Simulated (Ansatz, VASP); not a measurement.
Two plane-wave programs on PbO2

```xyz
3
Lattice="0.0000 2.7020 2.7020 2.7020 0.0000 2.7020 2.7020 2.7020 0.0000" Properties=species:S:1:pos:R:3 pbc="T T T"
Pb    3.7152    1.3780    2.5642
O     5.0662    2.7290    3.9152
O     7.7682    5.4310    6.6172
```

Alike in both runs: task single point; functional PBEsol; dispersion D4; k mesh 6 × 6 × 6; occupations gaussian, width 0.1 eV; no spin polarisation.

```csv
,VASP,Ansatz
version,VASP 6.6.1,Ansatz 0.2.0
potentials or method,"VASP PAW PBE potentials, release 64 (Pb_d, O), cutoff 600 eV","scalar-relativistic, plane waves, PAW"
valence electrons in the cell,26,26
```

VASP gave:

* gap on the k mesh at the Fermi level (eV): none
* pressure (GPa): -7.7

What did Ansatz give for the same quantities?

gap on the k mesh at the Fermi level (eV): none; pressure (GPa): -7.8.

VASP's potentials were made for PBE, not for PBEsol. A gap of «none» marks a metal or a gap that the smearing closes.

Spin-orbit coupling is off throughout.
